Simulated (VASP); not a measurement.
Here is a VASP 6.6.1 calculation.

Contents of INCAR:

```
  PREC = Accurate
  ENCUT = 520
  EDIFF = 1E-6
  ISMEAR = 0
  SIGMA = 0.15
  LREAL = False
  LASPH = True
  NELM = 60
  ALGO = Fast
  ISIF = 2
  LWAVE = False
  LCHARG = False
  GGA = PS
  NBANDS = 21
```

KPOINTS

```
regular mesh
0
Gamma
  18 18 10
```

Contents of POSCAR:

```
Pb
1.0
    3.3711786544      0.0000000000      0.0000000000
   -1.6855893272      2.9195263554      0.0000000000
    0.0000000000      0.0000000000      5.9567165035
Pb
2
Direct
    0.3333333333      0.6666666667      0.2500000000
    0.6666666667      0.3333333333      0.7500000000
```

Potentials or basis: VASP PAW PBE potentials, release 64 (Pb_d).

Launch:

```bash
$ cat potpaw_PBE.64/Pb_d/POTCAR > POTCAR
$ mpirun -np 1 vasp_std > vasp.out
```

What does it give for the pressure?

1.1 GPa.

What does it give for the band gap on the k mesh?

Zero (bands 14 and 15 overlap by 8.20 eV).

Stress tensor (GPa, compression positive):
```
 2.35  0.00  0.00
 0.00  2.35  0.00
 0.00  0.00 -1.27
```

Caveat: the PAW data sets were made with another functional, which shifts forces and pressure a little; spin-orbit coupling is left out, which moves the levels of the heavy elements.
